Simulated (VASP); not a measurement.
# TiAl (P4/mmm) in VASP: a series of runs

TiAl is run at these levels: LDA; tasks: single point.

All numbers are computed with VASP 6.6.1; they aren't measurements. Logs are shortened: lines on timing, memory, paths and dates and some standing lists are left out, and cuts for length are marked.

**1. The cell of the first run**

It takes space group P4/mmm (No. 123, tetragonal). Conventional cell: a = 3.367 Å, b = 3.367 Å, c = 3.012 Å, α = 90.00°, β = 90.00°, γ = 90.00°. Within 3.7 Å of Ti (site symmetry 4/mmm) lie 8 Al at 2.82 Å and 6 Ti at 3.01 to 3.37 Å. Al (site symmetry 4/mmm) has 8 Ti at 2.82 Å and 6 Al at 3.01 to 3.37 Å within 3.7 Å.

**2. Single point, LDA (17.07 Å³/atom)**

Input file INCAR:

```
  PREC = Accurate
  ENCUT = 520
  EDIFF = 1E-7
  ISMEAR = 0
  SIGMA = 0.15
  LREAL = F
  LASPH = T
  NELM = 80
  ALGO = Fast
  ISIF = 2
  LWAVE = F
  LCHARG = F
  GGA = CA
  NBANDS = 14
```

Input file KPOINTS:

```
regular mesh
0
Gamma
  16 16 16
```

Input file POSCAR:

```
TiAl
1.0
    3.3669584491      0.0000000000      0.0000000000
    0.0000000000      3.3669584491      0.0000000000
    0.0000000000      0.0000000000      3.0124177244
Ti Al
1 1
Direct
    0.0000000000      0.0000000000      0.0000000000
    0.5000000000      0.5000000000      0.5000000000
```

Potentials or basis: VASP PAW LDA potentials, release 64 (Ti_sv, Al).

Command:

```
cat potpaw_LDA.64/Ti_sv/POTCAR potpaw_LDA.64/Al/POTCAR > POTCAR
mpirun -np 1 vasp_std > vasp.out
```

OUTCAR:

```text
PREC = Accurate
   ENCUT = 520
   EDIFF = 1E-7
   ISMEAR = 0
   LREAL = F
   LASPH = T
   NELM = 80
   ISIF = 2
   GGA = CA

 ion  position               nearest neighbor table
   1  0.000  0.000  0.000-   2 2.82   2 2.82   2 2.82   2 2.82   2 2.82   2 2.82   2 2.82   2 2.82

   2  0.500  0.500  0.500-   1 2.82   1 2.82   1 2.82   1 2.82   1 2.82   1 2.82   1 2.82   1 2.82

  LATTYP: Found a simple tetragonal cell.
 ALAT       =     3.3669584491
 C/A-ratio  =     0.8947000000

  Lattice vectors:

 A1 = (   3.3669584491,   0.0000000000,   0.0000000000)
 A2 = (   0.0000000000,   3.3669584491,   0.0000000000)
 A3 = (   0.0000000000,   0.0000000000,   3.0124177244)

Analysis of symmetry for initial positions (statically):
=====================================================================
 Subroutine PRICEL returns:
 Original cell was already a primitive cell.

 Routine SETGRP: Setting up the symmetry group for a
 simple tetragonal supercell.

 Subroutine GETGRP returns: Found 16 space group operations
 (whereof 16 operations were pure point group operations)
 out of a pool of 16 trial point group operations.

The static configuration has the point symmetry D_4h.

Analysis of symmetry for dynamics (positions and initial velocities):
=====================================================================
 Subroutine PRICEL returns:
 Original cell was already a primitive cell.

 Routine SETGRP: Setting up the symmetry group for a
 simple tetragonal supercell.

 Subroutine GETGRP returns: Found 16 space group operations
 (whereof 16 operations were pure point group operations)
 out of a pool of 16 trial point group operations.

The dynamic configuration has the point symmetry D_4h.

 Subroutine INISYM returns: Found 16 space group operations
 (whereof 16 operations are pure point group operations),
 and found     1 'primitive' translations

----------------------------------------------------------------------------------------

                                     Primitive cell

  volume of cell :      34.1500

  direct lattice vectors                    reciprocal lattice vectors
     3.366958449  0.000000000  0.000000000     0.297003962  0.000000000  0.000000000
     0.000000000  3.366958449  0.000000000     0.000000000  0.297003962  0.000000000
     0.000000000  0.000000000  3.012417724     0.000000000  0.000000000  0.331959274

  length of vectors
     3.366958449  3.366958449  3.012417724     0.297003962  0.297003962  0.331959274

  position of ions in fractional coordinates (direct lattice)
     0.000000000  0.000000000  0.000000000
     0.500000000  0.500000000  0.500000000

  ion indices of the primitive-cell ions
   primitive index   ion index
                 1           1
                 2           2

----------------------------------------------------------------------------------------

 KPOINTS: regular mesh

Automatic generation of k-mesh.
 Grid dimensions read from file:
 generate k-points for:   16   16   16

 Generating k-lattice:

  Cartesian coordinates                     Fractional coordinates (reciprocal lattice)
     0.018562748  0.000000000  0.000000000     0.062500000  0.000000000  0.000000000
     0.000000000  0.018562748  0.000000000     0.000000000  0.062500000  0.000000000
     0.000000000  0.000000000  0.020747455     0.000000000  0.000000000  0.062500000

  Length of vectors
     0.018562748  0.018562748  0.020747455

  Shift w.r.t. Gamma in fractional coordinates (k-lattice)
     0.000000000  0.000000000  0.000000000

 Subroutine IBZKPT returns following result:
 ===========================================

 Found    405 irreducible k-points:

 Following reciprocal coordinates:
            Coordinates               Weight
  0.000000  0.000000  0.000000      1.000000
  0.062500  0.000000  0.000000      4.000000
  0.125000  0.000000  0.000000      4.000000
  0.187500  0.000000  0.000000      4.000000
  0.250000  0.000000  0.000000      4.000000
  0.312500  0.000000  0.000000      4.000000
[... 16 lines left out ...]
  0.437500  0.125000  0.000000      8.000000
  0.500000  0.125000  0.000000      4.000000
 [... further k-points ...]
   k-points           NKPTS =    405   k-points in BZ     NKDIM =    405   number of bands    NBANDS=     14
   number of dos      NEDOS =    301   number of ions     NIONS =      2
   total plane-waves  NPLWV =  18816
   dimension x,y,z NGX =    28 NGY =   28 NGZ =   24
   dimension x,y,z NGXF=    56 NGYF=   56 NGZF=   48
   ions per type =               1   1
   NGX,Y,Z   is equivalent  to a cutoff of  13.83, 13.83, 13.24 a.u.
   NGXF,Y,Z  is equivalent  to a cutoff of  27.65, 27.65, 26.49 a.u.
 SYSTEM =  unknown system
   PREC   = accura    normal or accurate (medium, high low for compatibility)
   ISTART =      0    job   : 0-new  1-cont  2-samecut
   ICHARG =      2    charge: 1-file 2-atom 10-const
   ISPIN  =      1    spin polarized calculation?
   LNONCOLLINEAR =      F non collinear calculations
   LSORBIT =      F    spin-orbit coupling
   LASPH  =      T    aspherical Exc in radial PAW
   ENCUT  =  520.0 eV  38.22 Ry    6.18 a.u.   6.26  6.26  5.60*2*pi/ulx,y,z
   NELM   =     80;   NELMIN=  2; NELMDL= -5     # of ELM steps
   EDIFF  = 0.1E-06   stopping-criterion for ELM
   LREAL  =      F    real-space projection
   EDIFFG = 0.1E-05   stopping-criterion for IOM
   NSW    =      0    number of steps for IOM
   IBRION =     -1    ionic relax: 0-MD 1-quasi-New 2-CG
   NFREE  =      0    steps in history (QN), initial steepest desc. (CG)
   ISIF   =      2    stress and relaxation
   ISYM   =      2    0-nonsym 1-usesym 2-fastsym
   POTIM  = 0.5000    time-step for ionic-motion
   TEBEG  =    0.0;   TEEND  =   0.0 temperature during run
   PSTRESS=    0.0 pullay stress
   NELECT =      15.0000    total number of electrons
   NUPDOWN=      -1.0000    fix difference up-down
   EMIN   =  10.00;   EMAX   =-10.00  energy-range for DOS
   EFERMI =   0.00;   METHOD = LEGACY
   ISMEAR =     0;   SIGMA  =   0.15  broadening in eV -4-tet -1-fermi 0-gaus
   EFERMI_NEDOS =   21; number of points for ismear=-14 and -15
   IALGO  =     68    algorithm
   IMIX   =      4    mixing-type and parameters
     AMIX     =   0.40;   BMIX     =  1.00
     AMIX_MAG =   1.60;   BMIX_MAG =  1.00
  volume/ion in A,a.u.               =      17.07       115.23
  Fermi-wavevector in a.u.,A,eV,Ry     =   1.244443  2.351656 21.070505  1.548638
  Thomas-Fermi vector in A             =   2.378709
   LORBIT       =      0    0 simple, 1 ext, 2 COOP (PROOUT), +10 PAW based schemes
   GGA     = CA    functional components
   LHFCALC =     F    Hartree Fock is set to
   AEXX    =    0.0000 exact exchange contribution
   IVDW    =     0    specifies the selected vdW correction
   LEPSILON=     F    determine dielectric tensor
   LRPA    =     F    only Hartree local field effects (RPA)
 non-spin polarized calculation
 RMM-DIIS sequential band-by-band and
 Gauss-broadening in eV      SIGMA  =   0.15
  energy-cutoff  :      520.00
  volume of cell :       34.15
 maximum number of plane-waves:       943
 NGX is ok and might be reduce to    28
   NGX = 13   NGY = 13   NGZ = 11

 number of electron      15.0000003 magnetization

 Free energy of the ion-electron system (eV)
  ---------------------------------------------------
  ext. energy  EPLUGINS =         0.00000000
  ---------------------------------------------------
  free energy    TOTEN  =       -13.20361431 eV

  energy without entropy =      -13.16953140  energy(sigma->0) =      -13.18657285

 E-fermi :   7.8330     XC(G=0): -11.0471

 val. band max:        7.8320338337   @ k =   0.3125   0.0625   0.0000
 cond. band min:       7.8343878467   @ k =   0.2500   0.1250   0.5000
 fundamental gap:      0.0023540130
 Fermi energy:         7.8330025211

 k-point     1 :       0.0000    0.0000    0.0000
  band No.  band energies     occupation
      1     -48.4082      2.00000
      2     -25.0430      2.00000
      3     -25.0430      2.00000
      4     -24.8772      2.00000
      5      -1.0421      2.00000
      6       6.4868      2.00000
      7       6.6783      2.00000
      8       9.1775      0.00000
      9       9.7455      0.00000
     10       9.7455      0.00000
     11      11.1043      0.00000
     12      11.1043      0.00000
     13      14.1262      0.00000
     14      15.9091      0.00000

 k-point     2 :       0.0625    0.0000    0.0000
  band No.  band energies     occupation
      1     -48.4079      2.00000
      2     -25.0468      2.00000
      3     -25.0426      2.00000
      4     -24.8769      2.00000
      5      -0.9873      2.00000
      6       6.4537      2.00000
      7       6.6823      2.00000
      8       9.0519      0.00000
      9       9.6965      0.00000
     10       9.7503      0.00000
     11      10.9075      0.00000
     12      11.2779      0.00000
     13      14.2212      0.00000
     14      15.9870      0.00000

 k-point     3 :       0.1250    0.0000    0.0000
  band No.  band energies     occupation
      1     -48.4071      2.00000
      2     -25.0577      2.00000
      3     -25.0417      2.00000
      4     -24.8762      2.00000
      5      -0.8241      2.00000
      6       6.2972      2.00000
      7       6.7243      2.00000
      8       8.7679      0.00000
      9       9.5647      0.00000
     10       9.7638      0.00000
     11      10.4909      0.00000
     12      11.7064      0.00000
     13      14.4917      0.00000
     14      15.8581      0.00000
[... 324 lines left out ...]
 k-point    23 :       0.4375    0.1250    0.0000
  band No.  band energies     occupation
      1     -48.3999      2.00000
      2     -25.1373      2.00000
      3     -25.0485      2.00000
      4     -24.8692      2.00000
      5       1.4848      2.00000
      6       3.4454      2.00000
      7       7.1642      2.00000
      8       7.4215      1.99990
      9       8.8422      0.00000
     10       9.7348      0.00000
     11      10.2210      0.00000
     12      13.3905      0.00000
     13      14.9326      0.00000
     14      16.9663      0.00000

 k-point    24 :       0.5000    0.1250    0.0000
  band No.  band energies     occupation
      1     -48.3996      2.00000
      2     -25.1410      2.00000
      3     -25.0481      2.00000
      4     -24.8689      2.00000
      5       1.7794      2.00000
      6       3.0995      2.00000
      7       7.2799      2.00000
      8       7.3091      2.00000
      9       8.8136      0.00000
     10       9.7408      0.00000
     11      10.2457      0.00000
     12      13.5627      0.00000
     13      14.7988      0.00000
     14      16.8006      0.00000

 [... further k-points ...]
[... 5 lines left out ...]
  --------------------------------------------------------------------------------------
  -------------------------------------------------------------------------------------
  Total       -2.1326769     -2.1326769     -2.6436724      0.0000000      0.0000000      0.0000000
  in kB     -100.0564139   -100.0564139   -124.0302173      0.0000000      0.0000000      0.0000000
  external PRESSURE =    -108.0476817 kB  Pullay stress =       0.0000000 kB

 VOLUME and BASIS-vectors are now :
 -----------------------------------------------------------------------------
  energy-cutoff  :      520.00
  volume of cell :       34.15
      direct lattice vectors                 reciprocal lattice vectors
     3.366958449  0.000000000  0.000000000     0.297003962  0.000000000  0.000000000
     0.000000000  3.366958449  0.000000000     0.000000000  0.297003962  0.000000000
     0.000000000  0.000000000  3.012417724     0.000000000  0.000000000  0.331959274

 POSITION                                       TOTAL-FORCE (eV/Angst)
 -----------------------------------------------------------------------------------
      0.00000      0.00000      0.00000         0.000000      0.000000      0.000000
      1.68348      1.68348      1.50621         0.000000      0.000000      0.000000
 -----------------------------------------------------------------------------------
    total drift:                               -0.000000     -0.000000     -0.000000

  FREE ENERGIE OF THE ION-ELECTRON SYSTEM (eV)
  ---------------------------------------------------
  free  energy   TOTEN  =       -13.2036143111 eV

  energy  without entropy=      -13.1695313951  energy(sigma->0) =      -13.18657285
```

Wall time 12 min (1 thread of AMD EPYC 7R43 (Zen 3), shared host); peak memory 0.26 GiB.

What came out:

```yaml
Free_energy: -13.2036 eV
Pressure: -10.8 GPa
Band_gap_on_the_k_mesh: zero (an odd number of electrons rules out a gap without spin polarisation)
```

Levels at points of the mesh, in eV from the Fermi level:
```csv
k point,band 3,band 4,band 5,band 6,band 7,band 8,band 9,band 10,band 11,band 12
"(0.00, 0.00, 0.00)",-32.88,-32.71,-8.88,-1.35,-1.15,1.34,1.91,1.91,3.27,3.27
"(0.50, 0.00, 0.00)",-32.87,-32.70,-6.15,-4.97,-0.55,-0.27,0.94,2.04,2.41,6.37
"(0.50, 0.50, 0.00)",-32.96,-32.70,-5.26,-2.26,-2.26,-1.50,1.25,1.25,2.28,3.67
"(0.00, 0.00, 0.50)",-32.85,-32.85,-5.10,-4.68,-0.23,-0.18,-0.18,1.68,3.56,6.64
"(0.50, 0.00, 0.50)",-32.94,-32.84,-4.50,-2.02,-1.40,-1.18,0.32,0.58,2.59,4.33
"(0.50, 0.50, 0.50)",-32.93,-32.93,-2.82,-2.78,-2.78,0.38,2.40,2.82,2.82,2.86
```

Caveat: the cell stands under tension.

**3. Single point, LDA (17.07 Å³/atom)**

Input file INCAR:

```
SYSTEM = TiAl
PREC = Accurate
ENCUT = 520
EDIFF = 1E-7
ISMEAR = 0
SIGMA = 0.15
LREAL = .FALSE.
LASPH = .TRUE.
NELM = 80
ALGO = Fast
ISIF = 2
LWAVE = .FALSE.
LCHARG = .TRUE.
LELF = .TRUE.
LVHAR = .TRUE.
NBANDS = 14
```

Input file KPOINTS:

```
Automatic mesh
0
G
  16 16 16
  0 0 0
```

Input file POSCAR:

```
TiAl
1.0
    3.1262364258      0.0000000000      0.0000000000
    0.0000000000      3.1262364258      0.0000000000
    0.0000000000      0.0000000000      3.4941944531
Ti Al
1 1
Direct
    0.0000000000      0.0000000000      0.0000000000
    0.5000000000      0.5000000000      0.5000000000
```

Potentials or basis: VASP PAW LDA potentials, release 64 (Ti_sv, Al).

Command:

```
cat potpaw_LDA.64/Ti_sv/POTCAR potpaw_LDA.64/Al/POTCAR > POTCAR
mpirun -np 1 vasp_std > vasp.out
```

Run time: 7.2 min. Hardware: 1 thread of AMD EPYC 7R43 (Zen 3), shared host; peak memory 0.26 GiB.

Results (log left out):

| Quantity | Value |
| --- | --- |
| Free energy | -13.2408 eV |
| Pressure | -11.1 GPa |
| Band gap on the k mesh | zero (an odd number of electrons rules out a gap without spin polarisation) |

Stress tensor (GPa, compression positive):
```
-13.66   0.00   0.00
  0.00 -13.66   0.00
  0.00   0.00  -5.96
```

Levels at points of the mesh, in eV from the Fermi level:
```csv
k point,band 3,band 4,band 5,band 6,band 7,band 8,band 9,band 10,band 11,band 12
"(0.00, 0.00, 0.00)",-32.76,-32.76,-8.85,-1.36,-1.08,1.60,1.60,2.04,2.47,5.22
"(0.50, 0.00, 0.00)",-32.87,-32.74,-5.46,-4.77,-0.56,-0.35,0.59,1.84,3.21,6.36
"(0.50, 0.50, 0.00)",-32.93,-32.85,-4.28,-1.54,-1.54,-1.10,0.25,0.25,2.92,4.39
"(0.00, 0.00, 0.50)",-32.76,-32.76,-6.42,-5.00,-0.55,0.55,0.55,2.04,2.13,6.80
"(0.50, 0.00, 0.50)",-32.93,-32.74,-4.95,-2.32,-1.75,-1.35,0.90,1.09,2.26,4.24
"(0.50, 0.50, 0.50)",-32.92,-32.91,-2.77,-2.77,-2.75,0.41,2.36,2.71,2.94,3.10
```

Caveat: the cell stands under tension.
